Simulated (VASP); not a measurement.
# C (Fd-3m) in VASP: further runs

Runs on C. Level: LDA. Tasks: single point, relaxation of cell and atoms.

Program: VASP 6.6.1. These are calculated values, not measurements. Logs are shortened: lines on timing, memory, paths and dates and some standing lists are left out, and cuts for length are marked.

### Step 1. The cell of the first run

It takes space group Fd-3m (No. 227, cubic). Conventional cell: a = 3.532 Å, b = 3.532 Å, c = 3.532 Å, α = 90.00°, β = 90.00°, γ = 90.00°. Within 2.0 Å of C (site symmetry -43m) lie 4 C at 1.53 Å.

### Step 2. Single point, LDA

Contents of INCAR:

```
ALGO = Normal
EDIFF = 1E-6
ENCUT = 600
GGA = CA
GGA_COMPAT = F
ISIF = 2
ISMEAR = 0
LASPH = T
LCHARG = T
LELF = T
LREAL = F
LVHAR = T
LWAVE = F
NBANDS = 11
NELM = 120
PREC = Accurate
SIGMA = 0.1
```

Contents of KPOINTS:

```
k-points
0
Gamma
  10 10 10
```

Contents of POSCAR:

```
C
1.0
    0.0000000000      1.7657957120      1.7657957120
    1.7657957120      0.0000000000      1.7657957120
    1.7657957120      1.7657957120      0.0000000000
C
2
Direct
    0.0000000000      0.0000000000      0.0000000000
    0.2500000000      0.2500000000      0.2500000000
```

Potentials or basis: VASP PAW LDA potentials, release 64 (C).

Command:

```sh
> cat potpaw_LDA.64/C/POTCAR > POTCAR
> mpirun -np 1 vasp_std > vasp.out
```

OUTCAR:

```text
EDIFF = 1E-6
   ENCUT = 600
   GGA = CA
   ISIF = 2
   ISMEAR = 0
   LASPH = T
   LREAL = F
   NELM = 120
   PREC = Accurate

 ion  position               nearest neighbor table
   1  0.000  0.000  0.000-   2 1.53   2 1.53   2 1.53   2 1.53
   2  0.250  0.250  0.250-   1 1.53   1 1.53   1 1.53   1 1.53

  LATTYP: Found a face centered cubic cell.
 ALAT       =     3.5315914240

  Lattice vectors:

 A1 = (   0.0000000000,   1.7657957120,   1.7657957120)
 A2 = (   1.7657957120,   0.0000000000,   1.7657957120)
 A3 = (   1.7657957120,   1.7657957120,   0.0000000000)

Analysis of symmetry for initial positions (statically):
=====================================================================
 Subroutine PRICEL returns:
 Original cell was already a primitive cell.

 Routine SETGRP: Setting up the symmetry group for a
 face centered cubic supercell.

 Subroutine GETGRP returns: Found 48 space group operations
 (whereof 24 operations were pure point group operations)
 out of a pool of 48 trial point group operations.

The static configuration has the point symmetry T_d .
 The point group associated with its full space group is O_h .

Analysis of symmetry for dynamics (positions and initial velocities):
=====================================================================
 Subroutine PRICEL returns:
 Original cell was already a primitive cell.

 Routine SETGRP: Setting up the symmetry group for a
 face centered cubic supercell.

 Subroutine GETGRP returns: Found 48 space group operations
 (whereof 24 operations were pure point group operations)
 out of a pool of 48 trial point group operations.

The dynamic configuration has the point symmetry T_d .
 The point group associated with its full space group is O_h .

 Subroutine INISYM returns: Found 48 space group operations
 (whereof 24 operations are pure point group operations),
 and found     1 'primitive' translations

----------------------------------------------------------------------------------------

                                     Primitive cell

  volume of cell :      11.0116

  direct lattice vectors                    reciprocal lattice vectors
     0.000000000  1.765795712  1.765795712    -0.283158463  0.283158463  0.283158463
     1.765795712  0.000000000  1.765795712     0.283158463 -0.283158463  0.283158463
     1.765795712  1.765795712  0.000000000     0.283158463  0.283158463 -0.283158463

  length of vectors
     2.497212244  2.497212244  2.497212244     0.490444845  0.490444845  0.490444845

  position of ions in fractional coordinates (direct lattice)
     0.000000000  0.000000000  0.000000000
     0.250000000  0.250000000  0.250000000

  ion indices of the primitive-cell ions
   primitive index   ion index
                 1           1
                 2           2

----------------------------------------------------------------------------------------

 KPOINTS: k-points

Automatic generation of k-mesh.
 Grid dimensions read from file:
 generate k-points for:   10   10   10

 Generating k-lattice:

  Cartesian coordinates                     Fractional coordinates (reciprocal lattice)
    -0.028315846  0.028315846  0.028315846     0.100000000  0.000000000  0.000000000
     0.028315846 -0.028315846  0.028315846     0.000000000  0.100000000  0.000000000
     0.028315846  0.028315846 -0.028315846     0.000000000  0.000000000  0.100000000

  Length of vectors
     0.049044484  0.049044484  0.049044484

  Shift w.r.t. Gamma in fractional coordinates (k-lattice)
     0.000000000  0.000000000  0.000000000

 Subroutine IBZKPT returns following result:
 ===========================================

 Found     47 irreducible k-points:

 Following reciprocal coordinates:
            Coordinates               Weight
  0.000000  0.000000  0.000000      1.000000
  0.100000  0.000000  0.000000      8.000000
  0.200000  0.000000  0.000000      8.000000
  0.300000  0.000000  0.000000      8.000000
  0.400000  0.000000  0.000000      8.000000
  0.500000  0.000000  0.000000      4.000000
[... 16 lines left out ...]
  0.300000  0.300000  0.000000      6.000000
  0.400000  0.300000  0.000000     24.000000
 [... further k-points ...]
   k-points           NKPTS =     47   k-points in BZ     NKDIM =     47   number of bands    NBANDS=     11
   number of dos      NEDOS =    301   number of ions     NIONS =      2
   total plane-waves  NPLWV =   8000
   dimension x,y,z NGX =    20 NGY =   20 NGZ =   20
   dimension x,y,z NGXF=    40 NGYF=   40 NGZF=   40
   ions per type =               2
   NGX,Y,Z   is equivalent  to a cutoff of  13.31, 13.31, 13.31 a.u.
   NGXF,Y,Z  is equivalent  to a cutoff of  26.63, 26.63, 26.63 a.u.
 SYSTEM =  unknown system
   PREC   = accura    normal or accurate (medium, high low for compatibility)
   ISTART =      0    job   : 0-new  1-cont  2-samecut
   ICHARG =      2    charge: 1-file 2-atom 10-const
   ISPIN  =      1    spin polarized calculation?
   LNONCOLLINEAR =      F non collinear calculations
   LSORBIT =      F    spin-orbit coupling
   LASPH  =      T    aspherical Exc in radial PAW
   ENCUT  =  600.0 eV  44.10 Ry    6.64 a.u.   4.99  4.99  4.99*2*pi/ulx,y,z
   NELM   =    120;   NELMIN=  2; NELMDL= -5     # of ELM steps
   EDIFF  = 0.1E-05   stopping-criterion for ELM
   LREAL  =      F    real-space projection
   EDIFFG = 0.1E-04   stopping-criterion for IOM
   NSW    =      0    number of steps for IOM
   IBRION =     -1    ionic relax: 0-MD 1-quasi-New 2-CG
   NFREE  =      0    steps in history (QN), initial steepest desc. (CG)
   ISIF   =      2    stress and relaxation
   ISYM   =      2    0-nonsym 1-usesym 2-fastsym
   POTIM  = 0.5000    time-step for ionic-motion
   TEBEG  =    0.0;   TEEND  =   0.0 temperature during run
   PSTRESS=    0.0 pullay stress
   NELECT =       8.0000    total number of electrons
   NUPDOWN=      -1.0000    fix difference up-down
   EMIN   =  10.00;   EMAX   =-10.00  energy-range for DOS
   EFERMI =   0.00;   METHOD = LEGACY
   ISMEAR =     0;   SIGMA  =   0.10  broadening in eV -4-tet -1-fermi 0-gaus
   EFERMI_NEDOS =   21; number of points for ismear=-14 and -15
   IALGO  =     38    algorithm
   IMIX   =      4    mixing-type and parameters
     AMIX     =   0.40;   BMIX     =  1.00
     AMIX_MAG =   1.60;   BMIX_MAG =  1.00
  volume/ion in A,a.u.               =       5.51        37.16
  Fermi-wavevector in a.u.,A,eV,Ry     =   1.471706  2.781121 29.469108  2.165918
  Thomas-Fermi vector in A             =   2.586809
   LORBIT       =      0    0 simple, 1 ext, 2 COOP (PROOUT), +10 PAW based schemes
   GGA     = CA    functional components
   LHFCALC =     F    Hartree Fock is set to
   AEXX    =    0.0000 exact exchange contribution
   IVDW    =     0    specifies the selected vdW correction
   LEPSILON=     F    determine dielectric tensor
   LRPA    =     F    only Hartree local field effects (RPA)
 non-spin polarized calculation
 Gauss-broadening in eV      SIGMA  =   0.10
  energy-cutoff  :      600.00
  volume of cell :       11.01
 maximum number of plane-waves:       377
   NGX =  9   NGY =  9   NGZ =  9

 number of electron       7.9999998 magnetization

 Free energy of the ion-electron system (eV)
  ---------------------------------------------------
  ext. energy  EPLUGINS =         0.00000000
  ---------------------------------------------------
  free energy    TOTEN  =       -20.25194190 eV

  energy without entropy =      -20.25194190  energy(sigma->0) =      -20.25194190

 E-fermi :  10.7470     XC(G=0): -13.6438

 val. band max:       10.1615189746   @ k =   0.0000   0.0000   0.0000
 cond. band min:      14.3657449119   @ k =   0.4000   0.4000   0.0000
 fundamental gap:      4.2042259372
 Fermi energy:        10.7469935111

 k-point     1 :       0.0000    0.0000    0.0000
  band No.  band energies     occupation
      1     -11.5562      2.00000
      2      10.1615      2.00000
      3      10.1615      2.00000
      4      10.1615      2.00000
      5      15.7881      0.00000
      6      15.7881      0.00000
      7      15.7881      0.00000
      8      24.4021      0.00000
      9      29.5602      0.00000
     10      37.1278      0.00000
     11      37.1278      0.00000

 k-point     2 :       0.1000    0.0000    0.0000
  band No.  band energies     occupation
      1     -11.2743      2.00000
      2       8.4650      2.00000
      3       9.7015      2.00000
      4       9.7015      2.00000
      5      16.3903      0.00000
      6      16.3903      0.00000
      7      16.7865      0.00000
      8      24.5566      0.00000
      9      29.9932      0.00000
     10      34.3848      0.00000
     11      34.3848      0.00000

 k-point     3 :       0.2000    0.0000    0.0000
  band No.  band energies     occupation
      1     -10.4325      2.00000
      2       5.2203      2.00000
      3       8.8030      2.00000
      4       8.8030      2.00000
      5      17.5427      0.00000
      6      17.5427      0.00000
      7      18.1377      0.00000
      8      24.9759      0.00000
      9      30.7431      0.00000
     10      32.8263      0.00000
     11      32.8263      0.00000
[... 267 lines left out ...]
 k-point    23 :       0.3000    0.3000    0.0000
  band No.  band energies     occupation
      1      -8.2197      2.00000
      2       4.1502      2.00000
      3       5.1373      2.00000
      4       5.1373      2.00000
      5      14.4435      0.00000
      6      18.8914      0.00000
      7      23.4526      0.00000
      8      23.4526      0.00000
      9      31.5103      0.00000
     10      33.0732      0.00000
     11      41.4248      0.00000

 k-point    24 :       0.4000    0.3000    0.0000
  band No.  band energies     occupation
      1      -6.8719      2.00000
      2       2.1342      2.00000
      3       4.0224      2.00000
      4       4.6554      2.00000
      5      15.0018      0.00000
      6      18.2103      0.00000
      7      24.4537      0.00000
      8      24.5611      0.00000
      9      32.3162      0.00000
     10      33.1511      0.00000
     11      41.3055      0.00000

 [... further k-points ...]

------------------------ aborting loop because EDIFF is reached ----------------------------------------

  FORCE on cell =-STRESS in cart. coord.  units (eV):
  Direction    XX          YY          ZZ          XY          YZ          ZX
  --------------------------------------------------------------------------------------
  -------------------------------------------------------------------------------------
  Total        0.0614738      0.0614738      0.0614738      0.0000000      0.0000000     -0.0000000
  in kB        8.9443529      8.9443529      8.9443529      0.0000000      0.0000000     -0.0000000
  external PRESSURE =       8.9443529 kB  Pullay stress =       0.0000000 kB

 VOLUME and BASIS-vectors are now :
 -----------------------------------------------------------------------------
  energy-cutoff  :      600.00
  volume of cell :       11.01
      direct lattice vectors                 reciprocal lattice vectors
     0.000000000  1.765795712  1.765795712    -0.283158463  0.283158463  0.283158463
     1.765795712  0.000000000  1.765795712     0.283158463 -0.283158463  0.283158463
     1.765795712  1.765795712  0.000000000     0.283158463  0.283158463 -0.283158463

 POSITION                                       TOTAL-FORCE (eV/Angst)
 -----------------------------------------------------------------------------------
      0.00000      0.00000      0.00000        -0.000000     -0.000000     -0.000000
      0.88290      0.88290      0.88290         0.000000      0.000000      0.000000
 -----------------------------------------------------------------------------------
    total drift:                                0.000000      0.000000      0.000000

  FREE ENERGIE OF THE ION-ELECTRON SYSTEM (eV)
  ---------------------------------------------------
  free  energy   TOTEN  =       -20.2519418980 eV

  energy  without entropy=      -20.2519418980  energy(sigma->0) =      -20.25194190
```

It took 2.5 s on 1 thread of Intel Xeon 6975P-C (Granite Rapids), shared host; peak memory 0.11 GiB.

Results:

```yaml
Free_energy: -20.2519 eV
Pressure: 0.9 GPa
Band_gap_on_the_k_mesh: 4.20 eV, indirect (least direct gap 5.63 eV)
```

Levels at points of the mesh, in eV from the valence-band top:
| k point | band 1 | band 2 | band 3 | band 4 | band 5 | band 6 | band 7 | band 8 | band 9 |
| --- | --- | --- | --- | --- | --- | --- | --- | --- | --- |
| (0.00, 0.00, 0.00) | -21.72 | 0.00 | 0.00 | 0.00 | 5.63 | 5.63 | 5.63 | 14.24 | 19.40 |
| (0.50, 0.00, 0.00) | -15.70 | -13.69 | -2.87 | -2.87 | 8.51 | 8.51 | 9.42 | 15.67 | 21.95 |
| (0.50, 0.50, 0.00) | -12.82 | -12.82 | -6.47 | -6.47 | 4.77 | 4.77 | 17.08 | 17.08 | 23.48 |

A k mesh can miss the band edges.

### Step 3. Single point, LDA

Contents of INCAR:

```
  ALGO = Normal
  EDIFF = 1E-6
  ENCUT = 600
  GGA_COMPAT = F
  ISIF = 2
  ISMEAR = 0
  LASPH = T
  LCHARG = F
  LREAL = F
  LWAVE = F
  NBANDS = 11
  NELM = 120
  PREC = Accurate
  SIGMA = 0.02
```

Contents of KPOINTS:

```
k-points
0
Gamma
  12 12 12
```

Contents of POSCAR:

```
C
1.0
    0.0000000000      1.7657234643      1.7657234643
    1.7657234643      0.0000000000      1.7657234643
    1.7657234643      1.7657234643      0.0000000000
C
2
Direct
    0.0000000000      0.0000000000      0.0000000000
    0.2500000000      0.2500000000      0.2500000000
```

Potentials or basis: VASP PAW LDA potentials, release 64 (C).

Command:

```sh
> cat potpaw_LDA.64/C/POTCAR > POTCAR
> mpirun -np 1 vasp_std > vasp.out
```

OUTCAR:

```text
EDIFF = 1E-6
   ENCUT = 600
   ISIF = 2
   ISMEAR = 0
   LASPH = T
   LREAL = F
   NELM = 120
   PREC = Accurate

 ion  position               nearest neighbor table
   1  0.000  0.000  0.000-   2 1.53   2 1.53   2 1.53   2 1.53
   2  0.250  0.250  0.250-   1 1.53   1 1.53   1 1.53   1 1.53

  LATTYP: Found a face centered cubic cell.
 ALAT       =     3.5314469286

  Lattice vectors:

 A1 = (   0.0000000000,   1.7657234643,   1.7657234643)
 A2 = (   1.7657234643,   0.0000000000,   1.7657234643)
 A3 = (   1.7657234643,   1.7657234643,   0.0000000000)

Analysis of symmetry for initial positions (statically):
=====================================================================
 Subroutine PRICEL returns:
 Original cell was already a primitive cell.

 Routine SETGRP: Setting up the symmetry group for a
 face centered cubic supercell.

 Subroutine GETGRP returns: Found 48 space group operations
 (whereof 24 operations were pure point group operations)
 out of a pool of 48 trial point group operations.

The static configuration has the point symmetry T_d .
[... 172 lines left out ...]
      1     -11.5561      2.00000
      2      10.1633      2.00000
      3      10.1633      2.00000
      4      10.1633      2.00000
      5      15.7902      0.00000
      6      15.7902      0.00000
      7      15.7902      0.00000
      8      24.4067      0.00000
      9      29.5636      0.00000
     10      37.1311      0.00000
     11      37.1311      0.00000
[... 309 lines left out ...]
 k-point    24 :      -0.4167    0.1667    0.0000
  band No.  band energies     occupation
      1      -5.1603      2.00000
      2      -2.6235      2.00000
      3       4.6071      2.00000
      4       6.4819      2.00000
      5      17.7607      0.00000
      6      20.5027      0.00000
      7      21.8134      0.00000
      8      25.7640      0.00000
      9      29.6689      0.00000
     10      34.5577      0.00000
     11      34.9821      0.00000

 [... further k-points ...]

------------------------ aborting loop because EDIFF is reached ----------------------------------------

  FORCE on cell =-STRESS in cart. coord.  units (eV):
  Direction    XX          YY          ZZ          XY          YZ          ZX
  --------------------------------------------------------------------------------------
  -------------------------------------------------------------------------------------
  Total        0.0651086      0.0651086      0.0651086      0.0000000      0.0000000      0.0000000
  in kB        9.4743863      9.4743863      9.4743863      0.0000000      0.0000000      0.0000000
  external PRESSURE =       9.4743863 kB  Pullay stress =       0.0000000 kB

 VOLUME and BASIS-vectors are now :
 -----------------------------------------------------------------------------
  energy-cutoff  :      600.00
  volume of cell :       11.01
      direct lattice vectors                 reciprocal lattice vectors
     0.000000000  1.765723464  1.765723464    -0.283170049  0.283170049  0.283170049
     1.765723464  0.000000000  1.765723464     0.283170049 -0.283170049  0.283170049
     1.765723464  1.765723464  0.000000000     0.283170049  0.283170049 -0.283170049

 POSITION                                       TOTAL-FORCE (eV/Angst)
 -----------------------------------------------------------------------------------
      0.00000      0.00000      0.00000         0.000000      0.000000      0.000000
      0.88286      0.88286      0.88286        -0.000000     -0.000000     -0.000000
 -----------------------------------------------------------------------------------
    total drift:                                0.000000      0.000000      0.000000

  FREE ENERGIE OF THE ION-ELECTRON SYSTEM (eV)
  ---------------------------------------------------
  free  energy   TOTEN  =       -20.2520569422 eV

  energy  without entropy=      -20.2520569422  energy(sigma->0) =      -20.25205694
```

Wall time 3.3 s (1 thread of Intel Xeon 6975P-C (Granite Rapids), shared host); peak memory 0.11 GiB.

What came out:

```yaml
Free_energy: -20.2521 eV
Pressure: 0.9 GPa
Band_gap_on_the_k_mesh: 4.20 eV, indirect (least direct gap 5.63 eV)
```

Levels at points of the mesh, in eV from the valence-band top:
```
           k point  band 1  band 2  band 3  band 4  band 5  band 6  band 7  band 8
(0.00, 0.00, 0.00)  -21.72    0.00    0.00    0.00    5.63    5.63    5.63   14.24
(0.50, 0.00, 0.00)  -15.71  -13.69   -2.87   -2.87    8.51    8.51    9.42   15.68
(0.50, 0.50, 0.00)  -12.82  -12.82   -6.47   -6.47    4.77    4.77   17.08   17.08
```

A k mesh can miss the band edges. As with any semilocal functional, this LDA gap is likely too small.

### Step 4. Single point, LDA

Contents of INCAR:

```
SYSTEM = C
PREC = Accurate ; ENCUT = 600
EDIFF = 1E-6 ; ISMEAR = 0
SIGMA = 0.02 ; LREAL = .False.
LASPH = .True. ; NELM = 120
ALGO = Normal ; ISIF = 2
LWAVE = .False. ; LCHARG = .False.
GGA = CA ; NBANDS = 11
GGA_COMPAT = .False.
```

Contents of KPOINTS:

```
regular mesh
0
Gamma
  12 12 12
  0 0 0
```

POSCAR is that of step 3.

Command:

```sh
> cat potpaw_LDA.64/C/POTCAR > POTCAR
> mpirun -np 1 vasp_std > vasp.out
```

It took 3.3 s on 1 thread of Intel Xeon 6975P-C (Granite Rapids), shared host; peak memory 0.11 GiB.

It converged, with:

* Free energy: -20.2521 eV
* Pressure: 0.9 GPa
* Band gap on the k mesh: 4.20 eV, indirect (least direct gap 5.63 eV)

Levels at points of the mesh, in eV from the valence-band top:
```
           k point  band 2  band 3  band 4  band 5  band 6  band 7
(0.00, 0.00, 0.00)    0.00    0.00    0.00    5.63    5.63    5.63
(0.50, 0.00, 0.00)  -13.69   -2.87   -2.87    8.51    8.51    9.42
(0.50, 0.50, 0.00)  -12.82   -6.47   -6.47    4.77    4.77   17.08
```

(Continued in part 2 of 2.)
